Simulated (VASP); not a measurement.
# Si2W: single point with PBE

Si2W:

```
CELL_PARAMETERS angstrom
3.27743 0.00000 0.00000
0.00000 3.27743 0.00000
0.00000 0.00000 7.79603
ATOMIC_POSITIONS crystal
Si 0.00000 0.00000 0.33457
Si 0.50000 0.50000 0.16543
Si 0.50000 0.50000 0.83457
Si 0.00000 0.00000 0.66543
W 0.00000 0.00000 0.00000
W 0.50000 0.50000 0.50000
```

This cell differs from its parent crystal: biaxial strain in the a-b plane: +1.5 %.

| Property | Result |
| --- | --- |
| Program | VASP 6.6.1 |
| Task | single point |
| Functional | PBE |
| Potentials or basis | VASP PAW PBE potentials, release 64 (Si, W_sv) |
| Cutoff | 520 eV |
| k mesh | 12 × 12 × 6 |
| Occupations | gaussian, width 0.1 eV |
| Spin | no spin polarisation |

| Property | Result |
| --- | --- |
| Pressure | -3.7 GPa |
| Largest force | 0.040 eV/Å |
| Band gap on the k mesh | zero (bands 22 and 23 overlap by 1.08 eV) |

Forces on the atoms (eV/Å):
```
Si   0.000  0.000  0.040
Si   0.000  0.000 -0.040
Si   0.000  0.000  0.040
Si   0.000  0.000 -0.040
W    0.000  0.000  0.000
W    0.000  0.000  0.000
```

Stress tensor (GPa, compression positive):
```
-6.70  0.00  0.00
 0.00 -6.70  0.00
 0.00  0.00  2.19
```

Levels at points of the mesh, in eV from the Fermi level:
| k point | band 20 | band 21 | band 22 | band 23 | band 24 | band 25 |
| --- | --- | --- | --- | --- | --- | --- |
| (0.00, 0.00, 0.00) | -0.98 | -0.43 | -0.43 | 0.48 | 0.66 | 2.41 |
| (0.50, 0.00, 0.00) | -2.30 | -0.73 | -0.73 | 2.14 | 2.14 | 2.81 |
| (0.50, 0.50, 0.00) | -2.93 | -1.76 | -1.76 | 2.71 | 2.71 | 2.88 |
| (0.00, 0.00, 0.50) | -2.18 | 0.57 | 0.57 | 1.35 | 1.35 | 1.45 |
| (0.50, 0.00, 0.50) | -2.58 | -0.44 | -0.44 | 2.45 | 2.45 | 2.61 |
| (0.50, 0.50, 0.50) | -2.28 | -2.28 | -2.28 | 0.14 | 0.14 | 2.71 |

Run time: 2.5 min on 1 thread of Intel(R) Xeon(R) Platinum 8259CL CPU @ 2.50GHz (Skylake/Cascade Lake) (shared host), peak memory 0.34 GiB.

Caveat: the cell differs from its parent crystal (biaxial strain in the a-b plane: +1.5 %); the stress differs along the axes, from -7 to 2 GPa; spin-orbit coupling is left out, which moves the levels of the heavy elements.
